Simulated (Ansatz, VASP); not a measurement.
**RbBr in VASP and in Ansatz**

File INCAR:

```
SYSTEM = RbBr
PREC = Accurate ; ENCUT = 520
EDIFF = 1E-7 ; ISMEAR = -1
SIGMA = 0.03 ; LREAL = .FALSE.
LASPH = .TRUE. ; NELM = 100
ALGO = Normal ; ISIF = 2
LWAVE = .FALSE. ; LCHARG = .FALSE.
GGA = PS ; NBANDS = 15
```

KPOINTS

```
regular mesh
0
G
  7 7 7
  0 0 0
```

Contents of POSCAR:

```
RbBr
1.0
    0.0000000000      3.4275000000      3.4275000000
    3.4275000000      0.0000000000      3.4275000000
    3.4275000000      3.4275000000      0.0000000000
Rb Br
1 1
Direct
    0.0000000000      0.0000000000      0.0000000000
    0.5000000000      0.5000000000      0.5000000000
```

Input for Ansatz:

```yaml
crystal:
  lattice:
    - [0.0, 3.4275, 3.4275]
    - [3.4275, 0.0, 3.4275]
    - [3.4275, 3.4275, 0.0]
  atoms:
    - { symbol: Rb, position: [0.0, 0.0, 0.0] }
    - { symbol: Br, position: [0.5, 0.5, 0.5] }
kpoints:
  mp_grid: { grid: [7, 7, 7] }
  band_path:
    path:
      - [0.0, 0.0, 0.0]
      - [0.5, 0.0, 0.5]
      - [0.625, 0.25, 0.625]
      - [0.375, 0.375, 0.75]
      - [0.0, 0.0, 0.0]
      - [0.5, 0.5, 0.5]
      - [0.5, 0.25, 0.75]
      - [0.5, 0.0, 0.5]
    npoints: 14
scf:
  occupations: { method: fermi_dirac, width: 0.03 }
hamiltonian:
  xc: pbesol
  pseudopotentials: { kind: all_electron, lapw: { basis_error: 0.001 } }
output:
  forces: true
  stress: true
  eigenvalues: true
  fatbands: true
  populations: true
  dos: { projected: true, de: 0.2, e_range: [-14, 8] }
```

Alike in both runs: task single point; functional PBEsol; k mesh 7 × 7 × 7; occupations fermi-dirac, width 0.03 eV; no spin polarisation.

|  | VASP | Ansatz |
| --- | --- | --- |
| version | VASP 6.6.1 | Ansatz 0.2.0 |
| potentials or method | VASP PAW PBE potentials, release 64 (Rb_sv, Br), cutoff 520 eV | all-electron LAPW, scalar-relativistic |

|  | VASP | Ansatz | Ansatz less VASP |
| --- | --- | --- | --- |
| gap on the k mesh at the Fermi level (eV) | 4.21 | 4.21 | +0.003 |
| pressure (GPa) | 0.0 | -0.1 | -0.04 |

VASP's potentials were made for PBE, not for PBEsol. Ansatz ran all-electron here, and VASP with PAW potentials.
